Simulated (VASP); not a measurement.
Set up this calculation in VASP 6.6.1, as the native input.

```yaml
Task: single point
Functional: PBE-based screened hybrid
Potentials_or_basis: VASP PAW PBE potentials, release 64 (Pb_d, Se)
Cutoff: 520 eV
k_mesh: 4 × 4 × 4
Occupations: gaussian, width 0.01 eV
Spin: no spin polarisation
Dipole_correction: no
Grid_for_exact_exchange_PRECFOCK: Normal
Share_of_exact_exchange: 0.1
Further_INCAR_settings: ALGO = Normal; EDIFF = 1e-06; NBANDS = 17
Screening_parameter: 0.1 1/Å
```

Crystal: PbSe.

```
Pb Se
1.0
     0.00000    3.42320    3.42320
     3.42320    0.00000    3.42320
     3.42320    3.42320    0.00000
Pb Se
1 1
Cartesian
  0.0000 0.0000 0.0000
  1.7116 1.7116 1.7116
```

These files were run (other wordings do the same):

POSCAR

```
PbSe
1.0
    0.0000000000      3.4232041310      3.4232041310
    3.4232041310      0.0000000000      3.4232041310
    3.4232041310      3.4232041310      0.0000000000
Pb Se
1 1
Direct
    0.0000000000      0.0000000000      0.0000000000
    0.2500000000      0.2500000000      0.2500000000
```

INCAR.step1

```
  PREC = Accurate
  ENCUT = 520
  EDIFF = 1E-5
  ISMEAR = 0
  SIGMA = 0.01
  LREAL = F
  LASPH = T
  NELM = 80
  ALGO = Normal
  ISIF = 2
  LWAVE = T
  LCHARG = F
  GGA = PE
  NBANDS = 17
```

INCAR.step2

```
  PREC = Accurate
  ENCUT = 520
  EDIFF = 1E-6
  ISMEAR = 0
  SIGMA = 0.01
  LREAL = F
  LASPH = T
  NELM = 80
  ALGO = Normal
  ISIF = 2
  LWAVE = F
  LCHARG = F
  GGA = PE
  LHFCALC = T
  AEXX = 0.1
  HFSCREEN = 0.1
  PRECFOCK = Normal
  ISTART = 1
  NBANDS = 17
```

KPOINTS

```
Automatic mesh
0
Gamma
  4 4 4
```

Potentials or basis: VASP PAW PBE potentials, release 64 (Pb_d, Se).

The run is started by

```bash
$ cat potpaw_PBE.64/Pb_d/POTCAR potpaw_PBE.64/Se/POTCAR > POTCAR
$ cp INCAR.step1 INCAR
$ mpirun -np 1 vasp_std > vasp.out
$ cp INCAR.step2 INCAR
$ mpirun -np 1 vasp_std > vasp.out
```

It gave:

The pressure is 0.4 GPa and the band gap on the k mesh is 0.90 eV, indirect (least direct gap 1.46 eV).

Caveat: the PAW data sets were made with another functional, which shifts forces and pressure a little; spin-orbit coupling is left out, which moves the levels of the heavy elements.

Run time: 7.3 min on 1 thread of Intel(R) Xeon(R) Platinum 8488C (Sapphire Rapids), on a shared host, peak memory 0.32 GiB.
